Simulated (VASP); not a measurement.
Set up this calculation in VASP 6.6.1, as the native input.

| Property | Result |
| --- | --- |
| Task | relaxation of cell and atoms |
| Functional | PBE |
| Potentials or basis | VASP PAW PBE potentials, release 64 (Hf_pv, Al, B) |
| Cutoff | 600 eV |
| k mesh | 6 × 6 × 4 |
| Occupations | gaussian, width 0.1 eV |
| Spin | no spin polarisation |
| Dipole correction | no |
| Further INCAR settings | ALGO = Normal; EDIFF = 1e-07; IBRION = 2; EDIFFG = -0.04; NSW = 90; ISIF = 3 |

The structure of HfAlB4 lies in POSCAR:

```
HfAlB4
1.0
    2.9696202500      0.0000000000      0.0000000000
   -1.4848101300      2.5717665800      0.0000000000
    0.0000000000      0.0000000000      6.4143797500
Hf Al B
1 1 4
Direct
    0.0000000000      0.0000000000      0.0000000000
    0.0000000000      0.0000000000      0.5000000000
    0.3333333300      0.6666666700      0.2500000000
    0.3333333300      0.6666666700      0.7500000000
    0.6666666700      0.3333333300      0.2500000000
    0.6666666700      0.3333333300      0.7500000000
```

One way to write it, as run:

INCAR

```
SYSTEM = HfAlB4
PREC = Accurate
ENCUT = 600
EDIFF = 1E-7
ISMEAR = 0
SIGMA = 0.1
LREAL = .False.
LASPH = .True.
NELM = 100
ALGO = Normal
ISIF = 3
LWAVE = .False.
LCHARG = .False.
GGA = PE
IBRION = 2
NSW = 90
EDIFFG = -0.04
```

KPOINTS

```
regular mesh
0
Gamma
  6 6 4
  0 0 0
```

Potentials or basis: VASP PAW PBE potentials, release 64 (Hf_pv, Al, B).

The run is started by

```sh
$ cat potpaw_PBE.64/Hf_pv/POTCAR potpaw_PBE.64/Al/POTCAR potpaw_PBE.64/B/POTCAR > POTCAR
$ mpirun -np 1 vasp_std > vasp.out
```

Results of the run:

The relaxed volume is 9.29 Å³/atom and the relaxed cell is a = 3.052 Å, b = 3.052 Å, c = 6.909 Å, α = 90.00°, β = 90.00°, γ = 120.00°. The space group after relaxing (to 0.05 Å) is P6/mmm (No. 191) and the energy gained by relaxing is 176.3 meV/atom. The ionic steps are 10, the pressure after relaxing is 0.0 GPa and the largest force after relaxing is 0.007 eV/Å.

Caveat: the k points lie up to 0.40 Å⁻¹ apart in the final cell.

Wall time 69 s on 1 thread of Intel(R) Xeon(R) Platinum 8559C (Emerald Rapids), with other jobs on the host, peak memory 0.19 GiB.
